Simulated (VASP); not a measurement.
# As (R-3m) in VASP: further runs

Runs on As. Level: PBEsol. Tasks: electric field gradients.

Everything below comes from runs of VASP 6.6.1. Logs are shortened: lines on timing, memory, paths and dates and some standing lists are left out, and cuts for length are marked.

### 1 The cell of the first run

It takes space group R-3m (No. 166, trigonal). The conventional cell has a = 3.691 Å, b = 3.691 Å, c = 10.925 Å, α = 90.00°, β = 90.00°, γ = 120.00°. Within 3.3 Å of As (site symmetry 3m) lie 6 As at 2.48 to 3.19 Å.

### 2 Electric field gradients, PBEsol (21.48 Å³/atom)

INCAR reads:

```
ALGO     = Normal         # electronic algorithm
EDIFF    = 1E-8           # SCF threshold, eV
ENCUT    = 520            # plane-wave cutoff, eV
GGA      = PS             # functional
ISIF     = 2              # what is computed and relaxed
ISMEAR   = -1             # smearing method
LASPH    = T              # aspherical terms in the spheres
LCHARG   = F              # write CHGCAR
LEFG     = T            
LREAL    = F              # projectors in reciprocal space
LWAVE    = F              # write WAVECAR
NBANDS   = 12             # bands
NELM     = 100            # most SCF steps
PREC     = Accurate       # precision mode
SIGMA    = 0.05           # smearing width, eV
```

KPOINTS reads:

```
k-points
0
Gamma
  12 12 12
```

POSCAR reads:

```
As
1.0
    1.8455844133      1.0655486578      3.6415376950
   -1.8455844133      1.0655486578      3.6415376950
    0.0000000000     -2.1310973156      3.6415376950
As
2
Direct
    0.2244335900      0.2244335900      0.2244335900
    0.7755664100      0.7755664100      0.7755664100
```

Potentials or basis: VASP PAW PBE potentials, release 64 (As).

The run is started by

```sh
> cat potpaw_PBE.64/As/POTCAR > POTCAR
> mpirun -np 1 vasp_std > vasp.out
```

OUTCAR:

```text
EDIFF = 1E-8
   ENCUT = 520
   GGA = PS
   ISIF = 2
   ISMEAR = -1
   LASPH = T
   LREAL = F
   NELM = 100
   PREC = Accurate

 ion  position               nearest neighbor table
   1  0.224  0.224  0.224-   2 2.48   2 2.48   2 2.48
   2  0.776  0.776  0.776-   1 2.48   1 2.48   1 2.48

  LATTYP: Found a trigonal (rhomboedric) cell.
 ALAT       =     4.2192857871
 COS(alpha) =     0.6173339462

  Lattice vectors:

 A1 = (   1.8455844133,   1.0655486578,   3.6415376950)
 A2 = (  -1.8455844133,   1.0655486578,   3.6415376950)
 A3 = (   0.0000000000,  -2.1310973156,   3.6415376950)

Analysis of symmetry for initial positions (statically):
=====================================================================
 Subroutine PRICEL returns:
 Original cell was already a primitive cell.

 Routine SETGRP: Setting up the symmetry group for a
 trigonal (rhombohedral) supercell.

 Subroutine GETGRP returns: Found 12 space group operations
 (whereof 12 operations were pure point group operations)
 out of a pool of 12 trial point group operations.

The static configuration has the point symmetry D_3d.

Analysis of symmetry for dynamics (positions and initial velocities):
=====================================================================
 Subroutine PRICEL returns:
 Original cell was already a primitive cell.

 Routine SETGRP: Setting up the symmetry group for a
 trigonal (rhombohedral) supercell.

 Subroutine GETGRP returns: Found 12 space group operations
 (whereof 12 operations were pure point group operations)
 out of a pool of 12 trial point group operations.

The dynamic configuration has the point symmetry D_3d.

 Subroutine INISYM returns: Found 12 space group operations
 (whereof 12 operations are pure point group operations),
 and found     1 'primitive' translations

----------------------------------------------------------------------------------------

                                     Primitive cell

  volume of cell :      42.9678

  direct lattice vectors                    reciprocal lattice vectors
     1.845584413  1.065548658  3.641537695     0.270916896  0.156413943  0.091536423
    -1.845584413  1.065548658  3.641537695    -0.270916896  0.156413943  0.091536423
     0.000000000 -2.131097316  3.641537695     0.000000000 -0.312827885  0.091536423

  length of vectors
     4.219285787  4.219285787  4.219285787     0.325945091  0.325945091  0.325945091

  position of ions in fractional coordinates (direct lattice)
     0.224433590  0.224433590  0.224433590
     0.775566410  0.775566410  0.775566410

  ion indices of the primitive-cell ions
   primitive index   ion index
                 1           1
                 2           2

----------------------------------------------------------------------------------------

 KPOINTS: k-points

Automatic generation of k-mesh.
 Grid dimensions read from file:
 generate k-points for:   12   12   12

 Generating k-lattice:

  Cartesian coordinates                     Fractional coordinates (reciprocal lattice)
     0.022576408  0.013034495  0.007628035     0.083333333  0.000000000  0.000000000
    -0.022576408  0.013034495  0.007628035     0.000000000  0.083333333  0.000000000
     0.000000000 -0.026068990  0.007628035     0.000000000  0.000000000  0.083333333

  Length of vectors
     0.027162091  0.027162091  0.027162091

  Shift w.r.t. Gamma in fractional coordinates (k-lattice)
     0.000000000  0.000000000  0.000000000

 Subroutine IBZKPT returns following result:
 ===========================================

 Found    189 irreducible k-points:

 Following reciprocal coordinates:
            Coordinates               Weight
  0.000000  0.000000  0.000000      1.000000
  0.083333  0.000000  0.000000      6.000000
  0.166667 -0.000000  0.000000      6.000000
  0.250000  0.000000  0.000000      6.000000
  0.333333  0.000000  0.000000      6.000000
  0.416667  0.000000  0.000000      6.000000
[... 16 lines left out ...]
  0.500000  0.166667  0.000000     12.000000
 -0.416667  0.166667  0.000000     12.000000
 [... further k-points ...]
   k-points           NKPTS =    189   k-points in BZ     NKDIM =    189   number of bands    NBANDS=     12
   number of dos      NEDOS =    301   number of ions     NIONS =      2
   total plane-waves  NPLWV =  32768
   dimension x,y,z NGX =    32 NGY =   32 NGZ =   32
   dimension x,y,z NGXF=    64 NGYF=   64 NGZF=   64
   ions per type =               2
   NGX,Y,Z   is equivalent  to a cutoff of  12.61, 12.61, 12.61 a.u.
   NGXF,Y,Z  is equivalent  to a cutoff of  25.22, 25.22, 25.22 a.u.
 SYSTEM =  unknown system
   PREC   = accura    normal or accurate (medium, high low for compatibility)
   ISTART =      0    job   : 0-new  1-cont  2-samecut
   ICHARG =      2    charge: 1-file 2-atom 10-const
   ISPIN  =      1    spin polarized calculation?
   LNONCOLLINEAR =      F non collinear calculations
   LSORBIT =      F    spin-orbit coupling
   LASPH  =      T    aspherical Exc in radial PAW
   ENCUT  =  520.0 eV  38.22 Ry    6.18 a.u.   7.85  7.85  7.85*2*pi/ulx,y,z
   NELM   =    100;   NELMIN=  2; NELMDL= -5     # of ELM steps
   EDIFF  = 0.1E-07   stopping-criterion for ELM
   LREAL  =      F    real-space projection
   EDIFFG = 0.1E-06   stopping-criterion for IOM
   NSW    =      0    number of steps for IOM
   IBRION =     -1    ionic relax: 0-MD 1-quasi-New 2-CG
   NFREE  =      0    steps in history (QN), initial steepest desc. (CG)
   ISIF   =      2    stress and relaxation
   ISYM   =      2    0-nonsym 1-usesym 2-fastsym
   POTIM  = 0.5000    time-step for ionic-motion
   TEBEG  =    0.0;   TEEND  =   0.0 temperature during run
   PSTRESS=    0.0 pullay stress
   NELECT =      10.0000    total number of electrons
   NUPDOWN=      -1.0000    fix difference up-down
   EMIN   =  10.00;   EMAX   =-10.00  energy-range for DOS
   EFERMI =   0.00;   METHOD = LEGACY
   ISMEAR =    -1;   SIGMA  =   0.05  broadening in eV -4-tet -1-fermi 0-gaus
   EFERMI_NEDOS =   21; number of points for ismear=-14 and -15
   IALGO  =     38    algorithm
   IMIX   =      4    mixing-type and parameters
     AMIX     =   0.40;   BMIX     =  1.00
     AMIX_MAG =   1.60;   BMIX_MAG =  1.00
  volume/ion in A,a.u.               =      21.48       144.98
  Fermi-wavevector in a.u.,A,eV,Ry     =   1.006994  1.902944 13.796822  1.014038
  Thomas-Fermi vector in A             =   2.139772
   LORBIT       =      0    0 simple, 1 ext, 2 COOP (PROOUT), +10 PAW based schemes
   GGA     = PS    functional components
   LHFCALC =     F    Hartree Fock is set to
   AEXX    =    0.0000 exact exchange contribution
   IVDW    =     0    specifies the selected vdW correction
   LEPSILON=     F    determine dielectric tensor
   LRPA    =     F    only Hartree local field effects (RPA)
 non-spin polarized calculation
  energy-cutoff  :      520.00
  volume of cell :       42.97
 maximum number of plane-waves:      1175
   NGX = 15   NGY = 15   NGZ = 15

 number of electron      10.0000001 magnetization

 Free energy of the ion-electron system (eV)
  ---------------------------------------------------
  ext. energy  EPLUGINS =         0.00000000
  ---------------------------------------------------
  free energy    TOTEN  =       -10.15919493 eV

  energy without entropy =      -10.15664868  energy(sigma->0) =      -10.15792181

 E-fermi :   5.5538     XC(G=0): -10.0926

 val. band max:        5.5393839856   @ k =   0.5000   0.0833   0.0833
 cond. band min:       5.5688027309   @ k =  -0.4167   0.5000   0.4167
 fundamental gap:      0.0294187453
 Fermi energy:         5.5538366523

 k-point     1 :       0.0000    0.0000    0.0000
  band No.  band energies     occupation
      1      -9.8577      2.00000
      2      -0.5466      2.00000
      3       2.5774      2.00000
      4       3.4888      2.00000
      5       3.4888      2.00000
      6       6.8246      0.00000
      7       8.2365      0.00000
      8       8.2365      0.00000
      9      12.5569      0.00000
     10      12.5569      0.00000
     11      13.0615      0.00000
     12      14.1326      0.00000

 k-point     2 :       0.0833    0.0000    0.0000
  band No.  band energies     occupation
      1      -9.7615      2.00000
      2      -0.8233      2.00000
      3       2.6542      2.00000
      4       3.2420      2.00000
      5       3.3875      2.00000
      6       7.1488      0.00000
      7       8.0468      0.00000
      8       8.2311      0.00000
      9      11.7362      0.00000
     10      12.3885      0.00000
     11      12.4135      0.00000
     12      14.7314      0.00000

 k-point     3 :       0.1667   -0.0000    0.0000
  band No.  band energies     occupation
      1      -9.4748      2.00000
      2      -1.5910      2.00000
      3       2.4819      2.00000
      4       3.1386      2.00000
      5       3.2727      2.00000
      6       7.0667      0.00000
      7       7.9710      0.00000
      8       8.1023      0.00000
      9      11.0852      0.00000
     10      11.8477      0.00000
     11      12.5255      0.00000
     12      16.1067      0.00000
[... 286 lines left out ...]
 k-point    23 :       0.5000    0.1667    0.0000
  band No.  band energies     occupation
      1      -7.2061      2.00000
      2      -5.1606      2.00000
      3       0.7440      2.00000
      4       1.6518      2.00000
      5       3.5057      2.00000
      6       6.7707      0.00000
      7       7.4018      0.00000
      8       8.6285      0.00000
      9      12.6340      0.00000
     10      14.1065      0.00000
     11      15.3809      0.00000
     12      17.3796      0.00000

 k-point    24 :      -0.4167    0.1667    0.0000
  band No.  band energies     occupation
      1      -6.8219      2.00000
      2      -5.6207      2.00000
      3       0.6025      2.00000
      4       2.0476      2.00000
      5       3.4992      2.00000
      6       6.2684      0.00000
      7       6.9716      0.00000
      8       8.8408      0.00000
      9      12.9749      0.00000
     10      14.5953      0.00000
     11      15.2818      0.00000
     12      16.7284      0.00000

 [... further k-points ...]
[... 5 lines left out ...]
  --------------------------------------------------------------------------------------
  -------------------------------------------------------------------------------------
  Total        1.0063842      1.0063842      0.3604472      0.0000000     -0.0000000      0.0000000
  in kB       37.5259031     37.5259031     13.4403009      0.0000000     -0.0000000      0.0000000
  external PRESSURE =      29.4973690 kB  Pullay stress =       0.0000000 kB

 VOLUME and BASIS-vectors are now :
 -----------------------------------------------------------------------------
  energy-cutoff  :      520.00
  volume of cell :       42.97
      direct lattice vectors                 reciprocal lattice vectors
     1.845584413  1.065548658  3.641537695     0.270916896  0.156413943  0.091536423
    -1.845584413  1.065548658  3.641537695    -0.270916896  0.156413943  0.091536423
     0.000000000 -2.131097316  3.641537695     0.000000000 -0.312827885  0.091536423

 POSITION                                       TOTAL-FORCE (eV/Angst)
 -----------------------------------------------------------------------------------
      0.00000      0.00000      2.45185         0.000000      0.000000      0.659526
      0.00000      0.00000      8.47276         0.000000      0.000000     -0.659526
 -----------------------------------------------------------------------------------
    total drift:                                0.000000     -0.000000      0.000000

  FREE ENERGIE OF THE ION-ELECTRON SYSTEM (eV)
  ---------------------------------------------------
  free  energy   TOTEN  =       -10.1591949334 eV

  energy  without entropy=      -10.1566486798  energy(sigma->0) =      -10.15792181

 Electric field gradients (V/A^2)
---------------------------------------------------------------------
 ion       V_xx      V_yy      V_zz      V_xy      V_xz      V_yz
---------------------------------------------------------------------
   1      25.734    25.734   -51.469     0.000    -0.000     0.000
   2      25.734    25.734   -51.469     0.000    -0.000     0.000
---------------------------------------------------------------------

 Electric field gradients after diagonalization (V/A^2)
 (convention: |V_zz| > |V_xx| > |V_yy|)
----------------------------------------------------------------------
 ion       V_xx      V_yy      V_zz     asymmetry (V_yy - V_xx)/ V_zz
----------------------------------------------------------------------
   1      25.734    25.734   -51.469       0.000
   2      25.734    25.734   -51.469       0.000
----------------------------------------------------------------------

           NMR quadrupolar parameters

 Cq : quadrupolar parameter    Cq=e*Q*V_zz/h
 eta: asymmetry parameters     (V_yy - V_xx)/ V_zz
 Q  : nuclear electric quadrupole moment in mb (millibarn)
----------------------------------------------------------------------
 ion       Cq(MHz)       eta       Q (mb)
----------------------------------------------------------------------
   1      -0.124       0.000       1.000
   2      -0.124       0.000       1.000
----------------------------------------------------------------------
```

Wall time 2.4 min (1 thread of Intel Xeon 8259CL, shared host); peak memory 0.23 GiB.

What came out:

| Property | Result |
| --- | --- |
| Free energy | -10.1592 eV |
| Pressure | 2.9 GPa |
| Largest force | 0.660 eV/Å |
| Band gap on the k mesh | zero (bands 5 and 6 overlap by 0.60 eV) |
| Largest electric field gradient by atom | As -51.5 V/Å² |

Forces in eV/Å, atoms in the order of the input:
```
As   0.000  0.000  0.660
As   0.000  0.000 -0.660
```

Stress tensor (GPa, compression positive):
```
3.75 0.00 0.00
0.00 3.75 0.00
0.00 0.00 1.34
```

Electric field gradients, principal values (V/Å²):
```
atom   least  middle  greatest (by size)
1 As  25.734  25.734             -51.469
2 As  25.734  25.734             -51.469
```

Caveat: without QUAD_EFG the Cq values of the log hold for a quadrupole moment of 1 mb, not for the nuclei; the PAW data sets were made with another functional, which shifts forces and pressure a little.

[end of part 1 of 3]

The gap in the log of VASP goes by the Fermi energy; the results here count the filled bands.